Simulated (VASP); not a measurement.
A run of VASP 6.6.1:

Contents of INCAR:

```
ALGO = Normal
EDIFF = 1E-7
ENCUT = 520
GGA = PS
ISIF = 2
ISMEAR = -1
LASPH = T
LCHARG = T
LELF = T
LREAL = F
LVHAR = T
LWAVE = F
NBANDS = 18
NELM = 80
PREC = Accurate
SIGMA = 0.03
```

Contents of KPOINTS:

```
k-points
0
Gamma
  10 10 10
```

The input POSCAR:

```
Li3Au
1.0
    0.0000000000      3.2140200000      3.1510000000
    3.2140200000      0.0000000000      3.1510000000
    3.2140200000      3.2140200000      0.0000000000
Li Au
3 1
Direct
    0.2500000000      0.2500000000      0.2500000000
    0.7500000000      0.7500000000      0.7500000000
    0.5000000000      0.5000000000      0.5000000000
    0.0000000000      0.0000000000      0.0000000000
```

Potentials or basis: VASP PAW PBE potentials, release 64 (Li_sv, Au).

Run with:

```sh
$ cat potpaw_PBE.64/Li_sv/POTCAR potpaw_PBE.64/Au/POTCAR > POTCAR
$ mpirun -np 1 vasp_std > vasp.out
```

Hardware: 1 thread of AMD EPYC 7R13 Processor (Zen 3), with other jobs on the host.

Problem. Estimate the wall time of this run.

Solution. It took 2.3 min on 1 thread of AMD EPYC 7R13 Processor (Zen 3) (shared host), peak memory 0.24 GiB. Counts: scf iterations 14, k points 102.
